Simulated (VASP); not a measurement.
# AlGa (P6_3/mmc) in VASP: density of states with PBE

Aim: the density of states of AlGa with PBE.

All numbers are computed with VASP 6.6.1; they aren't measurements. Logs are shortened: lines on timing, memory, paths and dates and some standing lists are left out, and cuts for length are marked.

**1. The cell of the first run**

Symmetry: P6_3/mmc, No. 194, hexagonal system. The conventional cell has a = 4.133 Å, b = 4.133 Å, c = 5.333 Å, α = 90.00°, β = 90.00°, γ = 120.00°. Within 3.5 Å of Al (site symmetry -3m) lie 2 Al at 2.67 Å and 6 Ga at 2.73 Å. Ga (site symmetry -6m2) has 6 Al at 2.73 Å and 6 Ga at 3.58 Å within 3.6 Å.

**2. Density of states, PBE**

File POSCAR:

```
AlGa
1.0
    4.1332379027      0.0000000000      0.0000000000
   -2.0666189514      3.5794890236      0.0000000000
    0.0000000000      0.0000000000      5.3332663596
Al Ga
2 2
Direct
    0.0000000000      0.0000000000      0.0000000000
    0.0000000000      0.0000000000      0.5000000000
    0.3333333333      0.6666666667      0.2500000000
    0.6666666667      0.3333333333      0.7500000000
```

File INCAR.step1:

```
SYSTEM = AlGa
PREC = Accurate
ENCUT = 400
EDIFF = 1E-6
ISMEAR = 0
SIGMA = 0.1
LREAL = .False.
LASPH = .True.
NELM = 120
ALGO = Normal
ISIF = 2
LWAVE = .False.
LCHARG = .True.
GGA = PE
NBANDS = 24
GGA_COMPAT = .False.
NEDOS = 2001
LORBIT = 11
```

File KPOINTS.step1:

```
regular mesh
0
Gamma
  12 12 10
  0 0 0
```

File INCAR.step2:

```
SYSTEM = AlGa
PREC = Accurate
ENCUT = 400
EDIFF = 1E-6
ISMEAR = -5
SIGMA = 0.1
LREAL = .False.
LASPH = .True.
NELM = 120
ALGO = Normal
ISIF = 2
LWAVE = .False.
LCHARG = .False.
GGA = PE
LORBIT = 10
NEDOS = 1001
ICHARG = 11
GGA_COMPAT = .False.
```

File KPOINTS.step2:

```
regular mesh
0
Gamma
  18 18 15
  0 0 0
```

Potentials or basis: VASP PAW PBE potentials, release 64 (Al, Ga_d).

Launch:

```
> cat potpaw_PBE.64/Al/POTCAR potpaw_PBE.64/Ga_d/POTCAR > POTCAR
> cp INCAR.step1 INCAR
> cp KPOINTS.step1 KPOINTS
> mpirun -np 1 vasp_std > vasp.out
> cp INCAR.step2 INCAR
> cp KPOINTS.step2 KPOINTS
> mpirun -np 1 vasp_std > vasp.out
```

OUTCAR:

```text
SYSTEM = AlGa
   PREC = Accurate
   ENCUT = 400
   EDIFF = 1E-6
   ISMEAR = -5
   LREAL = .False.
   LASPH = .True.
   NELM = 120
   ISIF = 2
   GGA = PE
   LORBIT = 10
   ICHARG = 11

 ion  position               nearest neighbor table
   1  0.000  0.000  0.000-   2 2.67   2 2.67   4 2.73   3 2.73   4 2.73   3 2.73   4 2.73   3 2.73

   2  0.000  0.000  0.500-   1 2.67   1 2.67   4 2.73   3 2.73   4 2.73   3 2.73   4 2.73   3 2.73

   3  0.333  0.667  0.250-   1 2.73   2 2.73   1 2.73   2 2.73   1 2.73   2 2.73
   4  0.667  0.333  0.750-   1 2.73   2 2.73   1 2.73   2 2.73   1 2.73   2 2.73

  LATTYP: Found a hexagonal cell.
 ALAT       =     4.1332379027
 C/A-ratio  =     1.2903361687

  Lattice vectors:

 A1 = (   4.1332379027,   0.0000000000,   0.0000000000)
 A2 = (  -2.0666189514,   3.5794890236,   0.0000000000)
 A3 = (   0.0000000000,   0.0000000000,   5.3332663596)

Analysis of symmetry for initial positions (statically):
=====================================================================
 Subroutine PRICEL returns:
 Original cell was already a primitive cell.

 Routine SETGRP: Setting up the symmetry group for a
 hexagonal supercell.

 Subroutine GETGRP returns: Found 24 space group operations
 (whereof 12 operations were pure point group operations)
 out of a pool of 24 trial point group operations.

The static configuration has the point symmetry D_3d.
 The point group associated with its full space group is D_6h.

Analysis of symmetry for dynamics (positions and initial velocities):
=====================================================================
 Subroutine PRICEL returns:
 Original cell was already a primitive cell.

 Routine SETGRP: Setting up the symmetry group for a
 hexagonal supercell.

 Subroutine GETGRP returns: Found 24 space group operations
 (whereof 12 operations were pure point group operations)
 out of a pool of 24 trial point group operations.

The dynamic configuration has the point symmetry D_3d.
 The point group associated with its full space group is D_6h.

 Subroutine INISYM returns: Found 24 space group operations
 (whereof 12 operations are pure point group operations),
 and found     1 'primitive' translations

----------------------------------------------------------------------------------------

                                     Primitive cell

  volume of cell :      78.9050

  direct lattice vectors                    reciprocal lattice vectors
     4.133237903  0.000000000  0.000000000     0.241941070  0.139684742  0.000000000
    -2.066618951  3.579489024  0.000000000     0.000000000  0.279369484  0.000000000
     0.000000000  0.000000000  5.333266360     0.000000000  0.000000000  0.187502355

  length of vectors
     4.133237903  4.133237903  5.333266360     0.279369484  0.279369484  0.187502355

  position of ions in fractional coordinates (direct lattice)
     0.000000000  0.000000000  0.000000000
     0.000000000  0.000000000  0.500000000
     0.333333333  0.666666667  0.250000000
     0.666666667  0.333333333  0.750000000

  ion indices of the primitive-cell ions
   primitive index   ion index
                 1           1
                 2           2
                 3           3
                 4           4

----------------------------------------------------------------------------------------

 KPOINTS: regular mesh

Automatic generation of k-mesh.
 Grid dimensions read from file:
 generate k-points for:   18   18   15

 Generating k-lattice:

  Cartesian coordinates                     Fractional coordinates (reciprocal lattice)
     0.013441171  0.007760263  0.000000000     0.055555556  0.000000000  0.000000000
     0.000000000  0.015520527  0.000000000     0.000000000  0.055555556  0.000000000
     0.000000000  0.000000000  0.012500157     0.000000000  0.000000000  0.066666667

  Length of vectors
     0.015520527  0.015520527  0.012500157

  Shift w.r.t. Gamma in fractional coordinates (k-lattice)
     0.000000000  0.000000000  0.000000000

 TETIRR: Found   4782 inequivalent tetrahedra from    29160

 Subroutine IBZKPT returns following result:
 ===========================================

 Found    296 irreducible k-points:

 Following reciprocal coordinates:
            Coordinates               Weight
  0.000000  0.000000  0.000000      1.000000
  0.055556  0.000000  0.000000      6.000000
  0.111111  0.000000  0.000000      6.000000
  0.166667  0.000000  0.000000      6.000000
  0.222222  0.000000  0.000000      6.000000
  0.277778  0.000000  0.000000      6.000000
[... 16 lines left out ...]
  0.333333  0.111111  0.000000     12.000000
  0.388889  0.111111  0.000000     12.000000
 [... further k-points ...]
   k-points           NKPTS =    296   k-points in BZ     NKDIM =    296   number of bands    NBANDS=     20
   number of dos      NEDOS =   1001   number of ions     NIONS =      4
   total plane-waves  NPLWV =  28224
   dimension x,y,z NGX =    28 NGY =   28 NGZ =   36
   dimension x,y,z NGXF=    56 NGYF=   56 NGZF=   72
   ions per type =               2   2
   NGX,Y,Z   is equivalent  to a cutoff of  11.26, 11.26, 11.22 a.u.
   NGXF,Y,Z  is equivalent  to a cutoff of  22.52, 22.52, 22.44 a.u.
 SYSTEM =  AlGa
   PREC   = accura    normal or accurate (medium, high low for compatibility)
   ISTART =      0    job   : 0-new  1-cont  2-samecut
   ICHARG =     11    charge: 1-file 2-atom 10-const
   ISPIN  =      1    spin polarized calculation?
   LNONCOLLINEAR =      F non collinear calculations
   LSORBIT =      F    spin-orbit coupling
   LASPH  =      T    aspherical Exc in radial PAW
   ENCUT  =  400.0 eV  29.40 Ry    5.42 a.u.   6.74  6.74  8.70*2*pi/ulx,y,z
   NELM   =    120;   NELMIN=  2; NELMDL=  0     # of ELM steps
   EDIFF  = 0.1E-05   stopping-criterion for ELM
   LREAL  =      F    real-space projection
   EDIFFG = 0.1E-04   stopping-criterion for IOM
   NSW    =      0    number of steps for IOM
   IBRION =     -1    ionic relax: 0-MD 1-quasi-New 2-CG
   NFREE  =      0    steps in history (QN), initial steepest desc. (CG)
   ISIF   =      2    stress and relaxation
   ISYM   =      2    0-nonsym 1-usesym 2-fastsym
   POTIM  = 0.5000    time-step for ionic-motion
   TEBEG  =    0.0;   TEEND  =   0.0 temperature during run
   PSTRESS=    0.0 pullay stress
   NELECT =      32.0000    total number of electrons
   NUPDOWN=      -1.0000    fix difference up-down
   EMIN   =  10.00;   EMAX   =-10.00  energy-range for DOS
   EFERMI =   0.00;   METHOD = LEGACY
   ISMEAR =    -5;   SIGMA  =   0.10  broadening in eV -4-tet -1-fermi 0-gaus
   EFERMI_NEDOS =   21; number of points for ismear=-14 and -15
   IALGO  =     38    algorithm
   IMIX   =      4    mixing-type and parameters
     AMIX     =   0.40;   BMIX     =  1.00
     AMIX_MAG =   1.60;   BMIX_MAG =  1.00
  volume/ion in A,a.u.               =      19.73       133.12
  Fermi-wavevector in a.u.,A,eV,Ry     =   1.211779  2.289929 19.978893  1.468407
  Thomas-Fermi vector in A             =   2.347283
   LORBIT       =     10    0 simple, 1 ext, 2 COOP (PROOUT), +10 PAW based schemes
   GGA     = PE    functional components
   LHFCALC =     F    Hartree Fock is set to
   AEXX    =    0.0000 exact exchange contribution
   IVDW    =     0    specifies the selected vdW correction
   LEPSILON=     F    determine dielectric tensor
   LRPA    =     F    only Hartree local field effects (RPA)
 non-spin polarized calculation
 Fermi weights with tetrahedron method with Bloechl corrections
  energy-cutoff  :      400.00
  volume of cell :       78.91
 maximum number of plane-waves:      1458
 NGX is ok and might be reduce to    28

 number of electron      31.9999967 magnetization

 Free energy of the ion-electron system (eV)
  ---------------------------------------------------
  ext. energy  EPLUGINS =         0.00000000
  ---------------------------------------------------
  free energy    TOTEN  =       -12.93515480 eV

  energy without entropy =      -12.93515480  energy(sigma->0) =      -12.93515480

 E-fermi :   5.4149     XC(G=0): -10.0373

 val. band max:        5.4803237602   @ k =   0.3333   0.3333   0.1333
 cond. band min:       5.3083701357   @ k =   0.5000   0.0000   0.4000
 fundamental gap:     -0.1719536245
 Fermi energy:         5.4149309675

 k-point     1 :       0.0000    0.0000    0.0000
  band No.  band energies     occupation
      1      -9.3382      2.00000
      2      -9.3382      2.00000
      3      -9.3278      2.00000
      4      -9.3132      2.00000
      5      -9.3132      2.00000
      6      -9.2997      2.00000
[... 12 lines left out ...]
     19       8.1453      0.00000
     20      10.7059      0.00000

 k-point     2 :       0.0556    0.0000    0.0000
  band No.  band energies     occupation
      1      -9.3389      2.00000
      2      -9.3385      2.00000
      3      -9.3272      2.00000
      4      -9.3145      2.00000
      5      -9.3124      2.00000
      6      -9.2996      2.00000
[... 12 lines left out ...]
     19       8.5435      0.00000
     20      10.3952      0.00000

 k-point     3 :       0.1111    0.0000    0.0000
  band No.  band energies     occupation
      1      -9.3407      2.00000
      2      -9.3394      2.00000
      3      -9.3260      2.00000
      4      -9.3171      2.00000
      5      -9.3103      2.00000
      6      -9.2994      2.00000
[... 12 lines left out ...]
     19       9.3756      0.00000
     20       9.6121      0.00000

 k-point     4 :       0.1667    0.0000    0.0000
  band No.  band energies     occupation
      1      -9.3433      2.00000
      2      -9.3410      2.00000
      3      -9.3266      2.00000
      4      -9.3177      2.00000
      5      -9.3072      2.00000
      6      -9.2992      2.00000
[... 12 lines left out ...]
     19       8.6963      0.00000
     20       9.9415      0.00000

 k-point     5 :       0.2222    0.0000    0.0000
  band No.  band energies     occupation
      1      -9.3463      2.00000
      2      -9.3434      2.00000
      3      -9.3302      2.00000
      4      -9.3148      2.00000
      5      -9.3032      2.00000
      6      -9.2987      2.00000
[... 12 lines left out ...]
     19       8.3188      0.00000
     20       9.9659      0.00000

 k-point     6 :       0.2778    0.0000    0.0000
  band No.  band energies     occupation
      1      -9.3493      2.00000
      2      -9.3463      2.00000
      3      -9.3344      2.00000
      4      -9.3108      2.00000
      5      -9.2997      2.00000
      6      -9.2991      2.00000
[... 12 lines left out ...]
     19       8.0309      0.00000
     20       9.7101      0.00000

 k-point     7 :       0.3333    0.0000    0.0000
  band No.  band energies     occupation
      1      -9.3519      2.00000
      2      -9.3494      2.00000
      3      -9.3383      2.00000
      4      -9.3074      2.00000
      5      -9.3011      2.00000
      6      -9.2964      2.00000
[... 12 lines left out ...]
     19       8.0043      0.00000
     20       9.5349      0.00000
[... 277 lines left out ...]
 k-point    20 :       0.1667    0.1111    0.0000
  band No.  band energies     occupation
      1      -9.3505      2.00000
      2      -9.3408      2.00000
      3      -9.3272      2.00000
      4      -9.3205      2.00000
      5      -9.2993      2.00000
      6      -9.2987      2.00000
[... 12 lines left out ...]
     19       8.4762      0.00000
     20       8.9115      0.00000

 k-point    21 :       0.2222    0.1111    0.0000
  band No.  band energies     occupation
      1      -9.3549      2.00000
      2      -9.3415      2.00000
      3      -9.3313      2.00000
      4      -9.3168      2.00000
      5      -9.3018      2.00000
      6      -9.2967      2.00000
[... 12 lines left out ...]
     19       8.1872      0.00000
     20       8.4456      0.00000

 k-point    22 :       0.2778    0.1111    0.0000
  band No.  band energies     occupation
      1      -9.3590      2.00000
      2      -9.3424      2.00000
      3      -9.3349      2.00000
      4      -9.3127      2.00000
      5      -9.3037      2.00000
      6      -9.2963      2.00000
[... 12 lines left out ...]
     19       7.9625      0.00000
     20       8.0573      0.00000

 k-point    23 :       0.3333    0.1111    0.0000
  band No.  band energies     occupation
      1      -9.3624      2.00000
      2      -9.3433      2.00000
      3      -9.3378      2.00000
      4      -9.3086      2.00000
      5      -9.3051      2.00000
      6      -9.2962      2.00000
[... 12 lines left out ...]
     19       7.7768      0.00000
     20       7.8012      0.00000

 k-point    24 :       0.3889    0.1111    0.0000
  band No.  band energies     occupation
      1      -9.3646      2.00000
      2      -9.3438      2.00000
      3      -9.3396      2.00000
      4      -9.3059      2.00000
      5      -9.3054      2.00000
      6      -9.2966      2.00000
[... 12 lines left out ...]
     19       7.6082      0.00000
     20       7.7041      0.00000

 [... further k-points ...]
[... 5 lines left out ...]
  --------------------------------------------------------------------------------------
  -------------------------------------------------------------------------------------
  Total       -0.1530525     -0.1530525     -0.1129990      0.0000000      0.0000000     -0.0000000
  in kB       -3.1077507     -3.1077507     -2.2944597      0.0000000      0.0000000     -0.0000000
  external PRESSURE =      -2.8366537 kB  Pullay stress =       0.0000000 kB

 VOLUME and BASIS-vectors are now :
 -----------------------------------------------------------------------------
  energy-cutoff  :      400.00
  volume of cell :       78.91
      direct lattice vectors                 reciprocal lattice vectors
     4.133237903  0.000000000  0.000000000     0.241941070  0.139684742  0.000000000
    -2.066618951  3.579489024  0.000000000     0.000000000  0.279369484  0.000000000
     0.000000000  0.000000000  5.333266360     0.000000000  0.000000000  0.187502355

 POSITION                                       TOTAL-FORCE (eV/Angst)
 -----------------------------------------------------------------------------------
      0.00000      0.00000      0.00000        -0.000000     -0.000000     -0.000000
      0.00000      0.00000      2.66663        -0.000000     -0.000000     -0.000000
     -0.00000      2.38633      1.33332        -0.000000     -0.000000     -0.000000
      2.06662      1.19316      3.99995         0.000000      0.000000      0.000000
 -----------------------------------------------------------------------------------
    total drift:                                0.000000      0.000000     -0.000000

  FREE ENERGIE OF THE ION-ELECTRON SYSTEM (eV)
  ---------------------------------------------------
  free  energy   TOTEN  =       -12.9351547982 eV

  energy  without entropy=      -12.9351547982  energy(sigma->0) =      -12.93515480

 total charge

# of ion       s       p       d       tot
------------------------------------------
    1        0.433   0.346   0.000   0.779
    2        0.433   0.346   0.000   0.779
    3        0.990   0.666   9.944  11.600
    4        0.990   0.666   9.944  11.600
--------------------------------------------------
tot          2.847   2.025  19.888  24.760
```

It took 6 min on 1 thread of Intel Xeon Platinum 8259CL at 2.50GHz (Skylake/Cascade Lake), shared host; peak memory 0.38 GiB.

Results:

| Property | Result |
| --- | --- |
| Valence electrons inside the program's atomic spheres | Al 0.78; Ga 11.60 |

Caveat: tetrahedron occupations give inexact forces and stress in metals.
